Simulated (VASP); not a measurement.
MgO, 2 atoms in the cell. The structure is hexagonal, space group P-6m2 (No. 187). Conventional cell: a = 2.767 Å, b = 2.767 Å, c = 2.548 Å, α = 90.00°, β = 90.00°, γ = 120.00°. Mg (site symmetry -6m2) has 6 O at 2.04 Å and 8 Mg at 2.55 to 2.77 Å within 2.8 Å. Within 2.8 Å of O (site symmetry -6m2) lie 6 Mg at 2.04 Å and 8 O at 2.55 to 2.77 Å. 

```yaml
Program: VASP 6.6.1
Task: single point
Functional: LDA
Potentials_or_basis: VASP PAW LDA potentials, release 64 (Mg, O)
Cutoff: 520 eV
k_mesh: 12 × 12 × 8
Occupations: gaussian, width 0.01 eV
Spin: no spin polarisation
Dipole_correction: no
Further_INCAR_settings: ALGO = Normal; EDIFF = 1e-06; NBANDS = 11
```

Potentials or basis: VASP PAW LDA potentials, release 64 (Mg, O).

Run with:

```bash
$ cat potpaw_LDA.64/Mg/POTCAR potpaw_LDA.64/O/POTCAR > POTCAR
$ mpirun -np 1 vasp_std > vasp.out
```

Hardware: 1 thread of Intel Xeon 8259CL (shared host).

**Question.** How long does it take, and how much memory?

**Answer.** Run time: 18 s on 1 thread of Intel Xeon 8259CL (shared host), peak memory 0.14 GiB. Counts: scf iterations 12, k points 95.
